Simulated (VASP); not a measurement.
## CsI: single point with PBE

The system is CsI.

```
CELL_PARAMETERS angstrom
4.66547 0.00000 0.00000
0.00000 4.66547 0.00000
0.00000 0.00000 4.66547
ATOMIC_POSITIONS crystal
Cs 0.00000 0.00000 0.00000
I 0.50000 0.50000 0.50000
```

```json
{
 "Program": "VASP 6.6.1",
 "Task": "single point",
 "Functional": "PBE",
 "Potentials or basis": "VASP PAW PBE potentials, release 64 (Cs_sv, I)",
 "Cutoff": "500 eV",
 "k mesh": "8 × 8 × 8",
 "Occupations": "gaussian, width 0.05 eV",
 "Spin": "no spin polarisation",
 "Dipole correction": "no",
 "Further INCAR settings": "ALGO = Normal; EDIFF = 1e-06; NBANDS = 15"
}
```

| Property | Result |
| --- | --- |
| Pressure | 0.0 GPa |
| Band gap on the k mesh | 3.68 eV (least direct gap 3.77 eV) |

Levels at points of the mesh, in eV from the valence-band top:
| k point | band 6 | band 7 | band 8 | band 9 | band 10 | band 11 |
| --- | --- | --- | --- | --- | --- | --- |
| (0.00, 0.00, 0.00) | -0.10 | -0.10 | -0.10 | 3.68 | 4.27 | 4.27 |
| (0.50, 0.00, 0.00) | -1.41 | -0.21 | -0.21 | 5.21 | 6.22 | 6.44 |
| (0.50, 0.50, 0.00) | -0.81 | -0.81 | 0.00 | 4.25 | 4.89 | 6.08 |
| (0.50, 0.50, 0.50) | -1.16 | -1.16 | -1.16 | 6.98 | 6.98 | 6.98 |

Run time: 56 s on 1 thread of Intel Xeon 8259CL (shared host), peak memory 0.23 GiB.

Caveat: spin-orbit coupling is left out, which moves the levels of the heavy elements. A k mesh can miss the band edges.
